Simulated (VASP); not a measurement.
# AlIn (P6/mmm) in VASP: further runs

AlIn is run at these levels: LDA, PBE; tasks: single point.

All numbers are computed with VASP 6.6.1; they aren't measurements. Logs are shortened: lines on timing, memory, paths and dates and some standing lists are left out, and cuts for length are marked.

**1. The cell of the first run**

Symmetry: P6/mmm, No. 191, hexagonal system. Conventional cell: a = 3.054 Å, b = 3.054 Å, c = 5.828 Å, α = 90.00°, β = 90.00°, γ = 120.00°. Within 3.8 Å of Al (site symmetry 6/mmm) lie 2 In at 2.91 Å and 6 Al at 3.05 Å. Within 3.8 Å of In (site symmetry 6/mmm) lie 2 Al at 2.91 Å and 6 In at 3.05 Å.

**2. Single point, LDA**

Input file INCAR:

```
SYSTEM = AlIn
PREC = Accurate
ENCUT = 520
EDIFF = 1E-6
ISMEAR = -1
SIGMA = 0.05
LREAL = .False.
LASPH = .True.
NELM = 100
ALGO = Normal
ISIF = 2
LWAVE = .False.
LCHARG = .False.
NBANDS = 15
```

Input file KPOINTS:

```
regular mesh
0
Gamma
  6 6 3
  0 0 0
```

Input file POSCAR:

```
AlIn
1.0
    3.0541300000      0.0000000000      0.0000000000
   -1.5270700000      2.6449600000      0.0000000000
    0.0000000000      0.0000000000      5.8280200000
Al In
1 1
Direct
    0.0000000000      0.0000000000      0.0000000000
    0.0000000000      0.0000000000      0.5000000000
```

Potentials or basis: VASP PAW LDA potentials, release 64 (Al, In_d).

The run is started by

```sh
$ cat potpaw_LDA.64/Al/POTCAR potpaw_LDA.64/In_d/POTCAR > POTCAR
$ mpirun -np 1 vasp_std > vasp.out
```

OUTCAR:

```text
SYSTEM = AlIn
   PREC = Accurate
   ENCUT = 520
   EDIFF = 1E-6
   ISMEAR = -1
   LREAL = .False.
   LASPH = .True.
   NELM = 100
   ISIF = 2

 ion  position               nearest neighbor table
   1  0.000  0.000  0.000-   2 2.91   2 2.91
   2  0.000  0.000  0.500-   1 2.91   1 2.91

  LATTYP: Found a hexagonal cell.
 ALAT       =     3.0541300000
 C/A-ratio  =     1.9082422818

  Lattice vectors:

 A1 = (   3.0541300000,   0.0000000000,   0.0000000000)
 A2 = (  -1.5270700000,   2.6449600000,   0.0000000000)
 A3 = (   0.0000000000,   0.0000000000,   5.8280200000)

Analysis of symmetry for initial positions (statically):
=====================================================================
 Subroutine PRICEL returns:
 Original cell was already a primitive cell.

 Routine SETGRP: Setting up the symmetry group for a
 hexagonal supercell.

 Subroutine GETGRP returns: Found 24 space group operations
 (whereof 24 operations were pure point group operations)
 out of a pool of 24 trial point group operations.

The static configuration has the point symmetry D_6h.

Analysis of symmetry for dynamics (positions and initial velocities):
=====================================================================
 Subroutine PRICEL returns:
 Original cell was already a primitive cell.

 Routine SETGRP: Setting up the symmetry group for a
 hexagonal supercell.

 Subroutine GETGRP returns: Found 24 space group operations
 (whereof 24 operations were pure point group operations)
 out of a pool of 24 trial point group operations.

The dynamic configuration has the point symmetry D_6h.

 Subroutine INISYM returns: Found 24 space group operations
 (whereof 24 operations are pure point group operations),
 and found     1 'primitive' translations

----------------------------------------------------------------------------------------

                                     Primitive cell

  volume of cell :      47.0790

  direct lattice vectors                    reciprocal lattice vectors
     3.054130000  0.000000000  0.000000000     0.327425486  0.189039395  0.000000000
    -1.527070000  2.644960000  0.000000000     0.000000000  0.378077551  0.000000000
     0.000000000  0.000000000  5.828020000     0.000000000  0.000000000  0.171584861

  length of vectors
     3.054130000  3.054137552  5.828020000     0.378078486  0.378077551  0.171584861

  position of ions in fractional coordinates (direct lattice)
     0.000000000  0.000000000  0.000000000
     0.000000000  0.000000000  0.500000000

  ion indices of the primitive-cell ions
   primitive index   ion index
                 1           1
                 2           2

----------------------------------------------------------------------------------------

 KPOINTS: regular mesh

Automatic generation of k-mesh.
 Grid dimensions read from file:
 generate k-points for:    6    6    3

 Generating k-lattice:

  Cartesian coordinates                     Fractional coordinates (reciprocal lattice)
     0.054570914  0.031506566  0.000000000     0.166666667  0.000000000  0.000000000
     0.000000000  0.063012925  0.000000000     0.000000000  0.166666667  0.000000000
     0.000000000  0.000000000  0.057194954     0.000000000  0.000000000  0.333333333

  Length of vectors
     0.063013081  0.063012925  0.057194954

  Shift w.r.t. Gamma in fractional coordinates (k-lattice)
     0.000000000  0.000000000  0.000000000

 Subroutine IBZKPT returns following result:
 ===========================================

 Found     14 irreducible k-points:

 Following reciprocal coordinates:
            Coordinates               Weight
  0.000000  0.000000  0.000000      1.000000
  0.166667  0.000000  0.000000      6.000000
  0.333333 -0.000000  0.000000      6.000000
  0.500000  0.000000  0.000000      3.000000
  0.166667  0.166667  0.000000      6.000000
  0.333333  0.166667  0.000000     12.000000
  0.333333  0.333333  0.000000      2.000000
  0.000000  0.000000  0.333333      2.000000
  0.166667  0.000000  0.333333     12.000000
  0.333333 -0.000000  0.333333     12.000000
  0.500000  0.000000  0.333333      6.000000
  0.166667  0.166667  0.333333     12.000000
  0.333333  0.166667  0.333333     24.000000
  0.333333  0.333333  0.333333      4.000000
   k-points           NKPTS =     14   k-points in BZ     NKDIM =     14   number of bands    NBANDS=     15
   number of dos      NEDOS =    301   number of ions     NIONS =      2
   total plane-waves  NPLWV =  27648
   dimension x,y,z NGX =    24 NGY =   24 NGZ =   48
   dimension x,y,z NGXF=    48 NGYF=   48 NGZF=   96
   ions per type =               1   1
   NGX,Y,Z   is equivalent  to a cutoff of  13.06, 13.06, 13.69 a.u.
   NGXF,Y,Z  is equivalent  to a cutoff of  26.13, 26.13, 27.38 a.u.
 SYSTEM =  AlIn
   PREC   = accura    normal or accurate (medium, high low for compatibility)
   ISTART =      0    job   : 0-new  1-cont  2-samecut
   ICHARG =      2    charge: 1-file 2-atom 10-const
   ISPIN  =      1    spin polarized calculation?
   LNONCOLLINEAR =      F non collinear calculations
   LSORBIT =      F    spin-orbit coupling
   LASPH  =      T    aspherical Exc in radial PAW
   ENCUT  =  520.0 eV  38.22 Ry    6.18 a.u.   5.68  5.68 10.84*2*pi/ulx,y,z
   NELM   =    100;   NELMIN=  2; NELMDL= -5     # of ELM steps
   EDIFF  = 0.1E-05   stopping-criterion for ELM
   LREAL  =      F    real-space projection
[... 7 lines left out ...]
   TEBEG  =    0.0;   TEEND  =   0.0 temperature during run
   PSTRESS=    0.0 pullay stress
   NELECT =      16.0000    total number of electrons
   NUPDOWN=      -1.0000    fix difference up-down
   EMIN   =  10.00;   EMAX   =-10.00  energy-range for DOS
   EFERMI =   0.00;   METHOD = LEGACY
   ISMEAR =    -1;   SIGMA  =   0.05  broadening in eV -4-tet -1-fermi 0-gaus
   EFERMI_NEDOS =   21; number of points for ismear=-14 and -15
   IALGO  =     38    algorithm
   IMIX   =      4    mixing-type and parameters
     AMIX     =   0.40;   BMIX     =  1.00
     AMIX_MAG =   1.60;   BMIX_MAG =  1.00
  volume/ion in A,a.u.               =      23.54       158.85
  Fermi-wavevector in a.u.,A,eV,Ry     =   1.142455  2.158926 17.758357  1.305202
  Thomas-Fermi vector in A             =   2.279152
   LORBIT       =      0    0 simple, 1 ext, 2 COOP (PROOUT), +10 PAW based schemes
   GGA     = CA    functional components
   LHFCALC =     F    Hartree Fock is set to
   AEXX    =    0.0000 exact exchange contribution
   IVDW    =     0    specifies the selected vdW correction
   LEPSILON=     F    determine dielectric tensor
   LRPA    =     F    only Hartree local field effects (RPA)
 non-spin polarized calculation
  energy-cutoff  :      520.00
  volume of cell :       47.08
 maximum number of plane-waves:      1281
 NGX is ok and might be reduce to    24
   NGX = 11   NGY = 11   NGZ = 21

 number of electron      15.9999997 magnetization

 Free energy of the ion-electron system (eV)
  ---------------------------------------------------
  ext. energy  EPLUGINS =         0.00000000
  ---------------------------------------------------
  free energy    TOTEN  =        -6.90146691 eV

  energy without entropy =       -6.89431747  energy(sigma->0) =       -6.89789219

 E-fermi :   6.4204     XC(G=0): -10.0264

 val. band max:        6.3653056567   @ k =   0.5000   0.0000   0.0000
 cond. band min:       6.5297523440   @ k =   0.5000   0.0000   0.0000
 fundamental gap:      0.1644466874
 Fermi energy:         6.4204292357

 k-point     1 :       0.0000    0.0000    0.0000
  band No.  band energies     occupation
      1      -8.5012      2.00000
      2      -8.3559      2.00000
      3      -8.3558      2.00000
      4      -7.9504      2.00000
      5      -7.9504      2.00000
      6      -3.2715      2.00000
      7       0.7588      2.00000
      8       2.4684      2.00000
      9      13.7778      0.00000
     10      15.6428      0.00000
     11      16.3142      0.00000
     12      16.3143      0.00000
     13      18.2208      0.00000
     14      18.2209      0.00000
     15      19.3029      0.00000

 k-point     2 :       0.1667    0.0000    0.0000
  band No.  band energies     occupation
      1      -8.4634      2.00000
      2      -8.3316      2.00000
      3      -8.2190      2.00000
      4      -8.0470      2.00000
      5      -7.9700      2.00000
      6      -2.6532      2.00000
      7       1.3237      2.00000
      8       3.0975      2.00000
      9      11.8464      0.00000
     10      14.4178      0.00000
     11      14.4361      0.00000
     12      15.4667      0.00000
     13      15.9719      0.00000
     14      17.2983      0.00000
     15      17.6147      0.00000

 k-point     3 :       0.3333   -0.0000    0.0000
  band No.  band energies     occupation
      1      -8.5854      2.00000
      2      -8.2287      2.00000
      3      -8.1065      2.00000
      4      -8.0090      2.00000
      5      -7.9336      2.00000
      6      -0.7491      2.00000
      7       3.0616      2.00000
      8       4.8308      2.00000
      9       6.7778      0.00157
     10      10.3420      0.00000
     11      12.6132      0.00000
     12      12.7577      0.00000
     13      14.7175      0.00000
     14      15.9531      0.00000
     15      16.1875      0.00000
[... 163 lines left out ...]
 k-point    13 :       0.3333    0.1667    0.3333
  band No.  band energies     occupation
      1      -8.4799      2.00000
      2      -8.2689      2.00000
      3      -8.0796      2.00000
      4      -8.0775      2.00000
      5      -7.8911      2.00000
      6       1.5996      2.00000
      7       3.1334      2.00000
      8       5.4187      2.00000
      9       6.6488      0.02054
     10       8.8409      0.00000
     11       9.5764      0.00000
     12      10.8143      0.00000
     13      13.2126      0.00000
     14      13.9668      0.00000
     15      16.7660      0.00000

 k-point    14 :       0.3333    0.3333    0.3333
  band No.  band energies     occupation
      1      -8.2001      2.00000
      2      -8.2001      2.00000
      3      -8.1650      2.00000
      4      -8.1650      2.00000
      5      -8.0502      2.00000
      6       3.8243      2.00000
      7       5.3177      2.00000
      8       5.3186      2.00000
      9       5.3187      2.00000
     10       6.6482      0.02082
     11       6.6482      0.02082
     12      11.2811      0.00000
     13      13.4643      0.00000
     14      13.4643      0.00000
     15      15.5384      0.00000

------------------------ aborting loop because EDIFF is reached ----------------------------------------

  FORCE on cell =-STRESS in cart. coord.  units (eV):
  Direction    XX          YY          ZZ          XY          YZ          ZX
  --------------------------------------------------------------------------------------
  -------------------------------------------------------------------------------------
  Total       -1.0254878     -1.0254924     -0.9542730      0.0000019     -0.0000000      0.0000000
  in kB      -34.8990363    -34.8991902    -32.4754784      0.0000660     -0.0000000      0.0000000
  external PRESSURE =     -34.0912350 kB  Pullay stress =       0.0000000 kB

 VOLUME and BASIS-vectors are now :
 -----------------------------------------------------------------------------
  energy-cutoff  :      520.00
  volume of cell :       47.08
      direct lattice vectors                 reciprocal lattice vectors
     3.054130000  0.000000000  0.000000000     0.327425486  0.189039395  0.000000000
    -1.527070000  2.644960000  0.000000000     0.000000000  0.378077551  0.000000000
     0.000000000  0.000000000  5.828020000     0.000000000  0.000000000  0.171584861

 POSITION                                       TOTAL-FORCE (eV/Angst)
 -----------------------------------------------------------------------------------
      0.00000      0.00000      0.00000        -0.000000      0.000000      0.000000
      0.00000      0.00000      2.91401         0.000000      0.000000      0.000000
 -----------------------------------------------------------------------------------
    total drift:                                0.000000      0.000000      0.000000

  FREE ENERGIE OF THE ION-ELECTRON SYSTEM (eV)
  ---------------------------------------------------
  free  energy   TOTEN  =        -6.9014669066 eV

  energy  without entropy=       -6.8943174686  energy(sigma->0) =       -6.89789219
```

Run time: 6 s. Hardware: 1 thread of Intel Xeon Platinum 8124M at 3.00GHz (Skylake/Cascade Lake), shared host; peak memory 0.14 GiB.

Results:

```yaml
Free_energy: -6.9015 eV
Pressure: -3.4 GPa
Band_gap_on_the_k_mesh: zero (band 8 reaches 7.04 eV, above the bottom of band 9 at 4.70 eV)
```

Levels at points of the mesh, in eV from the Fermi level:
| k point | band 6 | band 7 | band 8 | band 9 | band 10 | band 11 |
| --- | --- | --- | --- | --- | --- | --- |
| (0.00, 0.00, 0.00) | -9.69 | -5.66 | -3.95 | 7.36 | 9.22 | 9.89 |
| (0.50, 0.00, 0.00) | -4.32 | -3.59 | -0.64 | -0.06 | 0.11 | 3.50 |

Caveat: the k points lie up to 0.40 Å⁻¹ apart; spin-orbit coupling is left out, which moves the levels of the heavy elements.

**3. Single point, PBE**

Input file INCAR:

```
PREC = Accurate
ENCUT = 520
EDIFF = 1E-6
ISMEAR = -1
SIGMA = 0.05
LREAL = False
LASPH = True
NELM = 100
ALGO = Normal
ISIF = 2
LWAVE = False
LCHARG = False
GGA = PE
NBANDS = 15
```

Input file KPOINTS:

```
regular mesh
0
Gamma
  6 6 3
```

POSCAR is that of step 2.

Potentials or basis: VASP PAW PBE potentials, release 64 (Al, In_d).

The run is started by

```sh
$ cat potpaw_PBE.64/Al/POTCAR potpaw_PBE.64/In_d/POTCAR > POTCAR
$ mpirun -np 1 vasp_std > vasp.out
```

It took 7.6 s on 1 thread of Intel Xeon Platinum 8124M at 3.00GHz (Skylake/Cascade Lake), shared host; peak memory 0.17 GiB.

It converged, with:

| Item | Value |
| --- | --- |
| Free energy | -5.7710 eV |
| Pressure | 0.0 GPa |
| Band gap on the k mesh | zero (band 8 reaches 7.28 eV, above the bottom of band 9 at 4.91 eV) |

Stress tensor (GPa, compression positive):
```
 0.16  0.00  0.00
 0.00  0.16  0.00
 0.00  0.00 -0.21
```

Levels at points of the mesh, in eV from the Fermi level:
| k point | band 6 | band 7 | band 8 | band 9 | band 10 | band 11 |
| --- | --- | --- | --- | --- | --- | --- |
| (0.00, 0.00, 0.00) | -9.71 | -5.67 | -4.02 | 7.39 | 9.14 | 10.01 |
| (0.50, 0.00, 0.00) | -4.31 | -3.65 | -0.67 | 0.00 | 0.09 | 3.37 |

Caveat: the k points lie up to 0.40 Å⁻¹ apart; spin-orbit coupling is left out, which moves the levels of the heavy elements.
